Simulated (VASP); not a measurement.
Input of a VASP 6.6.1 run:

POSCAR

```
Ga
1.0
    2.2764772577     -3.8558682890      0.0000000000
    2.2764772577      3.8558682890      0.0000000000
    0.0000000000      0.0000000000      4.5539611380
Ga
4
Direct
    0.3451000000      0.6549000000      0.4190000000
    0.1549000000      0.8451000000      0.9190000000
    0.6549000000      0.3451000000      0.5810000000
    0.8451000000      0.1549000000      0.0810000000
```

File INCAR.step1:

```
ALGO = Normal ; EDIFF = 1E-4
ENCUT = 520 ; GGA = PE
ISMEAR = -1 ; LASPH = True
LCHARG = False ; LREAL = False
LWAVE = True ; NBANDS = 34
NELM = 80 ; PREC = Accurate
SIGMA = 0.05
```

File INCAR.step2:

```
ALGO = Normal ; EDIFF = 1E-6
ENCUT = 520 ; ISIF = 2
ISMEAR = -1 ; ISTART = 1
LASPH = True ; LCHARG = True
LELF = True ; LMIXTAU = True
LREAL = False ; LVHAR = True
LWAVE = False ; METAGGA = R2SCAN
NBANDS = 34 ; NELM = 80
PREC = Accurate ; SIGMA = 0.05
```

File KPOINTS:

```
k-points
0
Gamma
  7 7 6
```

Potentials or basis: VASP PAW PBE potentials, release 64 (Ga_d).

Run with:

```bash
$ cat potpaw_PBE.64/Ga_d/POTCAR > POTCAR
$ cp INCAR.step1 INCAR
$ mpirun -np 1 vasp_std > vasp.out
$ cp INCAR.step2 INCAR
$ mpirun -np 1 vasp_std > vasp.out
```

Task: Estimate the largest force.

Result: 0.133 eV/Å.

Task: Predict the band gap on the k mesh.

Result: Zero (band 26 reaches 5.12 eV, above the bottom of band 27 at 3.91 eV).

Task: Estimate the pressure.

Result: -2.2 GPa.

Forces on the atoms (eV/Å):
```
Ga   0.000  0.124 -0.048
Ga   0.000 -0.124 -0.048
Ga   0.000 -0.124  0.048
Ga   0.000  0.124  0.048
```

Caveat: the PAW data sets were made with another functional, which shifts forces and pressure a little.
